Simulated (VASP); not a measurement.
# BeS3 (Pm-3m) in VASP: notebook, part 2 of 2

VASP 6.6.1.

## (4) Single point, PBE

This run uses another cell than the first one: it holds 8 atoms, not 4.

Input file INCAR:

```
PREC = Accurate ; ENCUT = 520
EDIFF = 1E-6 ; ISMEAR = 0
SIGMA = 0.1 ; LREAL = False
LASPH = True ; NELM = 60
ALGO = Normal ; ISIF = 2
LWAVE = False ; LCHARG = False
GGA = PE ; NBANDS = 30
```

Input file KPOINTS:

```
regular mesh
0
Gamma
  6 6 4
```

Input file POSCAR:

```
BeS3
1.0
   -3.9120641935      0.0000000000      0.0000000000
    0.0000000000      0.0000000000     -3.9120641935
    0.0000000000     -7.8241283870      0.0000000000
Be S
2 6
Direct
    1.0000000000      1.0000000000      1.0000000000
    0.0000000000      1.0000000000      0.5000000000
    1.0000000000      0.5000000000      0.7500000000
    1.0000000000      0.5000000000      0.2500000000
    0.5000000000      0.5000000000      0.5000000000
    0.5000000000      0.5000000000      0.0000000000
    0.5000000000      1.0000000000      0.7500000000
    0.5000000000      0.0000000000      0.2500000000
```

Potentials or basis: VASP PAW PBE potentials, release 64 (Be, S).

Launch:

```console
$ cat potpaw_PBE.64/Be/POTCAR potpaw_PBE.64/S/POTCAR > POTCAR
$ mpirun -np 1 vasp_std > vasp.out
```

OUTCAR:

```text
PREC = Accurate
   ENCUT = 520
   EDIFF = 1E-6
   ISMEAR = 0
   LREAL = False
   LASPH = True
   NELM = 60
   ISIF = 2
   GGA = PE

 ion  position               nearest neighbor table
   1  0.000  0.000  0.000-
   2  0.000  0.000  0.500-
   3  0.000  0.500  0.750-   5 2.77   6 2.77   7 2.77   7 2.77   5 2.77   6 2.77   7 2.77   7 2.77

   4  0.000  0.500  0.250-   5 2.77   6 2.77   8 2.77   8 2.77   5 2.77   6 2.77   8 2.77   8 2.77

   5  0.500  0.500  0.500-   3 2.77   4 2.77   7 2.77   8 2.77   7 2.77   8 2.77   3 2.77   4 2.77

   6  0.500  0.500  0.000-   3 2.77   4 2.77   7 2.77   8 2.77   7 2.77   8 2.77   3 2.77   4 2.77

   7  0.500  0.000  0.750-   3 2.77   5 2.77   6 2.77   3 2.77   5 2.77   6 2.77   3 2.77   3 2.77

   8  0.500  0.000  0.250-   4 2.77   5 2.77   6 2.77   4 2.77   5 2.77   6 2.77   4 2.77   4 2.77

  LATTYP: Found a simple tetragonal cell.
 ALAT       =     3.9120641935
 C/A-ratio  =     2.0000000000

  Lattice vectors:

 A1 = (  -3.9120641935,   0.0000000000,   0.0000000000)
 A2 = (   0.0000000000,   0.0000000000,  -3.9120641935)
 A3 = (   0.0000000000,  -7.8241283870,   0.0000000000)

Analysis of symmetry for initial positions (statically):
=====================================================================
 Subroutine PRICEL returns following result:

  LATTYP: Found a simple cubic cell.
 ALAT       =     3.9120641935

  Lattice vectors:

 A1 = (  -3.9120641935,   0.0000000000,   0.0000000000)
 A2 = (   0.0000000000,   0.0000000000,  -3.9120641935)
 A3 = (   0.0000000000,  -3.9120641935,   0.0000000000)

   2 primitive cells build up your supercell.

 Routine SETGRP: Setting up the symmetry group for a
 simple tetragonal supercell.

 Subroutine GETGRP returns: Found 16 space group operations
 (whereof 16 operations were pure point group operations)
[... 146 lines left out ...]
   EFERMI_NEDOS =   21; number of points for ismear=-14 and -15
   IALGO  =     38    algorithm
   IMIX   =      4    mixing-type and parameters
     AMIX     =   0.40;   BMIX     =  1.00
     AMIX_MAG =   1.60;   BMIX_MAG =  1.00
  volume/ion in A,a.u.               =      14.97       101.01
  Fermi-wavevector in a.u.,A,eV,Ry     =   1.135914  2.146567 17.555611  1.290301
  Thomas-Fermi vector in A             =   2.272619
   LORBIT       =      0    0 simple, 1 ext, 2 COOP (PROOUT), +10 PAW based schemes
   GGA     = PE    functional components
   LHFCALC =     F    Hartree Fock is set to
   AEXX    =    0.0000 exact exchange contribution
   IVDW    =     0    specifies the selected vdW correction
   LEPSILON=     F    determine dielectric tensor
   LRPA    =     F    only Hartree local field effects (RPA)
 non-spin polarized calculation
 Gauss-broadening in eV      SIGMA  =   0.10
  energy-cutoff  :      520.00
  volume of cell :      119.74
 maximum number of plane-waves:      3268
 NGX is ok and might be reduce to    30

 number of electron      40.0000011 magnetization

 Free energy of the ion-electron system (eV)
  ---------------------------------------------------
  ext. energy  EPLUGINS =         0.00000000
  ---------------------------------------------------
  free energy    TOTEN  =       -23.76617087 eV

  energy without entropy =      -23.73441029  energy(sigma->0) =      -23.75029058

 E-fermi :   7.3498     XC(G=0): -10.7162

 val. band max:        7.3443649977   @ k =   0.5000   0.1667   0.5000
 cond. band min:       7.3527303525   @ k =   0.3333   0.3333   0.5000
 fundamental gap:      0.0083653548
 Fermi energy:         7.3498298144

 k-point     1 :       0.0000    0.0000    0.0000
  band No.  band energies     occupation
      1      -9.3360      2.00000
      2      -8.0092      2.00000
      3      -6.6714      2.00000
      4      -3.8432      2.00000
      5      -3.8298      2.00000
      6      -3.5792      2.00000
[... 781 lines left out ...]
     29      11.4268      0.00000
     30      11.4268      0.00000

 [... further k-points ...]
[... 5 lines left out ...]
  --------------------------------------------------------------------------------------
  -------------------------------------------------------------------------------------
  Total        0.7294609     -0.5321064      0.7294609     -0.0000000      0.0000000      0.0000000
  in kB        9.7603348     -7.1196915      9.7603348     -0.0000000      0.0000000      0.0000000
  external PRESSURE =       4.1336594 kB  Pullay stress =       0.0000000 kB

 VOLUME and BASIS-vectors are now :
 -----------------------------------------------------------------------------
  energy-cutoff  :      520.00
  volume of cell :      119.74
      direct lattice vectors                 reciprocal lattice vectors
    -3.912064194  0.000000000  0.000000000    -0.255619527  0.000000000  0.000000000
     0.000000000  0.000000000 -3.912064194     0.000000000  0.000000000 -0.255619527
     0.000000000 -7.824128387  0.000000000     0.000000000 -0.127809764  0.000000000

 POSITION                                       TOTAL-FORCE (eV/Angst)
 -----------------------------------------------------------------------------------
      0.00000      0.00000      0.00000         0.000000      0.000000     -0.000000
      0.00000     -3.91206      0.00000         0.000000      0.000000     -0.000000
      0.00000     -5.86810     -1.95603         0.000000     -0.000000     -0.000000
      0.00000     -1.95603     -1.95603         0.000000      0.000000     -0.000000
     -1.95603     -3.91206     -1.95603        -0.000000      0.000000      0.000000
     -1.95603      0.00000     -1.95603        -0.000000      0.000000      0.000000
     -1.95603     -5.86810      0.00000         0.000000     -0.000000     -0.000000
     -1.95603     -1.95603      0.00000         0.000000      0.000000     -0.000000
 -----------------------------------------------------------------------------------
    total drift:                               -0.000000     -0.000000     -0.000000

  FREE ENERGIE OF THE ION-ELECTRON SYSTEM (eV)
  ---------------------------------------------------
  free  energy   TOTEN  =       -23.7661708679 eV

  energy  without entropy=      -23.7344102934  energy(sigma->0) =      -23.75029058
```

stdout:

```text
POSCAR found type information on POSCAR BeS
 POSCAR found :  2 types and       8 ions
 scaLAPACK will be used
 LDA part: xc-table for (Slater+PW92), standard interpolation
 POSCAR, INCAR and KPOINTS ok, starting setup
 FFT: planning ... GRIDC
 FFT: planning ... GRID_SOFT
 FFT: planning ... GRID
 WAVECAR not read
 entering main loop
```

Wall time 44 s (1 thread of Intel Xeon 6975P-C (Granite Rapids), shared host); peak memory 0.25 GiB.

The run converged, but its numbers aren't listed here, since they failed a check.

## (5) Relaxation of cell and atoms, PBE

This run uses another cell than the first one, of 15.15 Å³/atom, 0.877 times its volume.

Input file INCAR:

```
PREC = Accurate
ENCUT = 600
EDIFF = 1E-6
ISMEAR = 0
SIGMA = 0.1
LREAL = F
LASPH = T
NELM = 80
ALGO = Normal
ISIF = 3
LWAVE = F
LCHARG = F
GGA = PE
IBRION = 2
NSW = 100
EDIFFG = -0.01
```

Input file KPOINTS:

```
Automatic mesh
0
Gamma
  12 12 12
```

Input file POSCAR:

```
BeS3
1.0
    3.9281838508      0.0000000000      0.0000000000
    0.0000000000      3.9281838508      0.0000000000
    0.0000000000      0.0000000000      3.9281838508
Be S
1 3
Direct
    0.0000000000      0.0000000000      0.0000000000
    0.0000000000      0.5000000000      0.5000000000
    0.5000000000      0.0000000000      0.5000000000
    0.5000000000      0.5000000000      0.0000000000
```

Launch:

```console
$ cat potpaw_PBE.64/Be/POTCAR potpaw_PBE.64/S/POTCAR > POTCAR
$ mpirun -np 1 vasp_std > vasp.out
```

It took 31 s on 1 thread of Intel Xeon 6975P-C (Granite Rapids), shared host; peak memory 0.22 GiB.

It converged, with:

| Quantity | Value |
| --- | --- |
| Free energy | -11.9091 eV |
| Relaxed volume | 14.96 Å³/atom |
| Relaxed cell | a = 3.912 Å, b = 3.912 Å, c = 3.912 Å, α = 90.00°, β = 90.00°, γ = 90.00° |
| Space group after relaxing (to 0.05 Å) | Pm-3m (No. 221) |
| Energy gained by relaxing | 0.6 meV/atom |
| Ionic steps | 2 |
| Pressure after relaxing | 0.0 GPa |
| Band gap on the k mesh | zero (band 10 reaches 9.15 eV, above the bottom of band 11 at 6.62 eV) |

Step by step:
| step | energy change (eV) | largest force (eV/Å) | pressure (GPa) | volume (Å³) |
| --- | --- | --- | --- | --- |
| 1 | 0.0000 | 0.0000 | -0.92 | 60.61 |
| 2 | -0.0023 | 0.0000 | -0.04 | 59.86 |

Final structure:
```yaml
crystal:
  lattice:
    - [3.91171, 0.00000, 0.00000]
    - [0.00000, 3.91171, 0.00000]
    - [0.00000, 0.00000, 3.91171]
  atoms:
    - { symbol: Be, position: [0.00000, 0.00000, 0.00000] }
    - { symbol: S, position: [0.00000, 0.50000, 0.50000] }
    - { symbol: S, position: [0.50000, 0.00000, 0.50000] }
    - { symbol: S, position: [0.50000, 0.50000, 0.00000] }
```

Levels at points of the mesh, in eV from the Fermi level:
```tsv
k point	band 8	band 9	band 10	band 11	band 12	band 13
(0.00, 0.00, 0.00)	-1.03	-1.03	-1.03	0.88	0.88	0.88
(0.50, 0.00, 0.00)	-3.56	-2.73	-2.35	0.67	0.67	2.59
(0.50, 0.50, 0.00)	-3.13	-2.85	-2.85	1.62	1.65	1.83
(0.50, 0.50, 0.50)	-2.35	1.84	1.84	1.96	1.96	1.96
```

## (6) Summary

| task | cell | k mesh | cutoff (eV) | gap on the mesh (eV) | pressure (GPa) | relaxed volume (Å³/atom) |
| --- | --- | --- | --- | --- | --- | --- |
| relaxation of cell and atoms | relaxed from a = 4.104 Å, 4 atoms | 4 × 4 × 4 | 600 | none | -0.1 | 15.14 |
| single point | a = 3.912 Å, 4 atoms | 12 × 12 × 12 | 520 | none | -0.1 | - |
| relaxation of cell and atoms | relaxed from a = 3.928 Å, 4 atoms | 12 × 12 × 12 | 600 | none | 0.0 | 14.96 |

Alike in all rows: level PBE; potentials or basis VASP PAW PBE potentials, release 64 (Be, S); no spin polarisation; smearing gaussian 0.1 eV.

Caveats: some runs use coarse meshes.

Total energies depend on the potentials used, so only differences within one code and one set of settings carry meaning.
